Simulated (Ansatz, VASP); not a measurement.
Two plane-wave programs on Pt

The input INCAR:

```
PREC     = Accurate       # precision mode
ENCUT    = 570            # plane-wave cutoff, eV
EDIFF    = 1E-6           # SCF threshold, eV
ISMEAR   = -1             # smearing method
SIGMA    = 0.1            # smearing width, eV
LREAL    = F              # projectors in reciprocal space
LASPH    = T              # aspherical terms in the spheres
NELM     = 120            # most SCF steps
ALGO     = Normal         # electronic algorithm
ISIF     = 2              # what is computed and relaxed
LWAVE    = F              # write WAVECAR
LCHARG   = T              # write CHGCAR
GGA      = CA             # functional
LELF     = T              # ELF
LVHAR    = T            
NBANDS   = 25             # bands
GGA_COMPAT= F
```

File KPOINTS:

```
regular mesh
0
Gamma
  15 15 8
```

POSCAR

```
Pt
1.0
    2.7507514282      0.0000000000      0.0000000000
   -1.3753757141      2.3822206163      0.0000000000
    0.0000000000      0.0000000000      4.7183412234
Pt
2
Direct
    0.3333333333      0.6666666667      0.2500000000
    0.6666666667      0.3333333333      0.7500000000
```

Input for Ansatz:

```yaml
crystal:
  lattice:
    - [2.7507514282, 0.0, 0.0]
    - [-1.3753757141, 2.3822206163, 0.0]
    - [0.0, 0.0, 4.7183412234]
  atoms:
    - { symbol: Pt, position: [0.3333333333, 0.6666666667, 0.25] }
    - { symbol: Pt, position: [0.6666666667, 0.3333333333, 0.75] }
hamiltonian:
  xc: lda
  pseudopotentials:
    kind: paw
    azcp:
      Pt: "pseudopotentials/Pt.paw.azcp"
basis:
  ecutwfc: 420
  fft_grid_basis: typed
kpoints:
  mp_grid: { grid: [15, 15, 8], shift: [0, 0, 0] }
magnetization:
  spin_polarized: false
scf:
  occupations: { method: fermi_dirac, width: 0.1 }
  lower_state_search: "off"
output:
  stress: true
```

Alike in both runs: task single point; functional LDA; k mesh 15 × 15 × 8; occupations fermi-dirac, width 0.1 eV; no spin polarisation.

|  | VASP | Ansatz |
| --- | --- | --- |
| version | VASP 6.6.1 | Ansatz 0.2.0 |
| potentials or method | VASP PAW LDA potentials, release 64 (Pt_sv_GW), cutoff 570 eV | plane waves (420 eV) with PAW, scalar-relativistic |
| valence electrons in the cell | 36 | 36 |

|  | VASP | Ansatz | Ansatz less VASP |
| --- | --- | --- | --- |
| pressure (GPa) | -10.9 | -10.5 | +0.40 |
| traceless stress, the component that is largest in VASP (GPa) | 0.64 | 0.90 | +0.264 |

Ansatz warns that its potentials were made for another functional, while VASP's fit it. LDA's correlation is that of Perdew and Zunger in VASP and of Perdew and Wang (1992) in Ansatz.

Neither program's run includes spin-orbit coupling.
